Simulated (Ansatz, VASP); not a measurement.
**Ga in VASP and in Ansatz**

Contents of INCAR:

```
SYSTEM = Ga
ALGO     = Fast           ! electronic algorithm
EDIFF    = 1E-7           ! SCF threshold, eV
EDIFFG   = -0.005         ! ionic threshold
ENCUT    = 600            ! plane-wave cutoff, eV
GGA      = PE             ! functional
IBRION   = 2              ! ionic algorithm
ISIF     = 3              ! what is computed and relaxed
ISMEAR   = 0              ! smearing method
LASPH    = .True.         ! aspherical terms in the spheres
LCHARG   = .False.        ! write CHGCAR
LREAL    = .False.        ! projectors in reciprocal space
LWAVE    = .False.        ! write WAVECAR
NELM     = 60             ! most SCF steps
NSW      = 100            ! ionic steps
PREC     = Accurate       ! precision mode
SIGMA    = 0.1            ! smearing width, eV
```

File KPOINTS:

```
k-points
0
Gamma
  18 18 18
  0 0 0
```

File POSCAR:

```
Ga
1.0
   -1.6518001400      1.6518001400      1.6518001400
    1.6518001400     -1.6518001400      1.6518001400
    1.6518001400      1.6518001400     -1.6518001400
Ga
1
Direct
    0.0000000000      0.0000000000      0.0000000000
```

Input for Ansatz:

```yaml
crystal:
  lattice:
    - [-1.65180014, 1.65180014, 1.65180014]
    - [1.65180014, -1.65180014, 1.65180014]
    - [1.65180014, 1.65180014, -1.65180014]
  atoms:
    - { symbol: Ga, position: [0.0, 0.0, 0.0] }
basis:
  ecutwfc: 420
kpoints:
  mp_grid: { grid: [18, 18, 18] }
hamiltonian:
  xc: pbe
scf:
  occupations: { method: gaussian, width: 0.1 }
output:
  forces: true
  stress: true
  eigenvalues: true
  write_density: true
  write_potential: true
  elf: true
  volumetric_format: npy
relax:
  adjacent_minimum: "off"
  f_tol: 0.005
  max_steps: 80
  cell: { stress_tol: 0.05 }
```

Alike in both runs: task relaxation of cell and atoms; functional PBE; k mesh 18 × 18 × 18; occupations gaussian, width 0.1 eV; no spin polarisation.

|  | VASP | Ansatz |
| --- | --- | --- |
| version | VASP 6.6.1 | Ansatz 0.2.0 |
| potentials or method | VASP PAW PBE potentials, release 64 (Ga_d), cutoff 600 eV | scalar-relativistic, plane waves, PAW |
| valence electrons in the cell | 13 | 13 |

|  | VASP | Ansatz | Ansatz less VASP |
| --- | --- | --- | --- |
| gap on the k mesh at the Fermi level, each at its own relaxed structure (eV) | none | none | - |
| relaxed volume (Å³/atom) | 19.20 | 19.20 | -0.008 |
| relaxed cell length with the largest relative difference (Å) | 2.922 | 2.922 | -0.0004 |

A gap of «none» marks a metal or a gap that the smearing closes.
